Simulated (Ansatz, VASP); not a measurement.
One calculation of Ca2Al3O3, two programs

```
CELL_PARAMETERS angstrom
3.75011 0.00089 0.00160
0.00094 3.74678 -0.00113
0.00814 -0.00552 17.10650
ATOMIC_POSITIONS crystal
Ca 0.49985 0.00047 0.57287
Ca 0.00035 0.49949 0.23033
Ca 0.99998 0.50004 0.42713
Ca 0.49956 0.00045 0.76966
Al 0.00013 0.00001 0.00004
Al 0.00007 0.50006 0.88672
Al 0.50001 0.49993 0.99996
Al 0.50005 0.99993 0.11329
Al 0.50017 0.99971 0.33518
Al 0.99976 0.50035 0.66482
O 0.49999 0.99985 0.44101
O 0.50016 0.49961 0.31660
O 0.00024 0.99961 0.31666
O 0.00013 0.49990 0.55900
O 0.49973 0.50027 0.68333
O 0.99979 0.00032 0.68342
```

Change from the starting cell: cell x1, atoms moved at random (sigma 0.1 Å) and cell strained at random (1.5 %), then relaxed without symmetry.

Alike in both runs: functional PBE; k mesh 6 × 6 × 2; occupations gaussian, width 0.2 eV; no spin polarisation.

Ansatz relaxed the structure, and its values are those at the end. VASP's run is a single point on that final structure, the one shown.

|  | VASP | Ansatz |
| --- | --- | --- |
| version | VASP 6.6.1 | Ansatz 0.2.0 |
| potentials or method | VASP PAW PBE potentials, release 64 (Ca_sv, Al, O), cutoff 520 eV | scalar-relativistic, plane waves, PAW |
| valence electrons in the cell | 94 | 94 |

|  | VASP | Ansatz | Ansatz less VASP |
| --- | --- | --- | --- |
| gap on the k mesh at the Fermi level (eV) | none | none | - |
| pressure (GPa) | 0.2 | 0.0 | -0.16 |
| rms of the force components (eV/Å) | 0.016 | 0.006 | -0.0106 |

A gap of «none» marks a metal or a gap that the smearing closes.
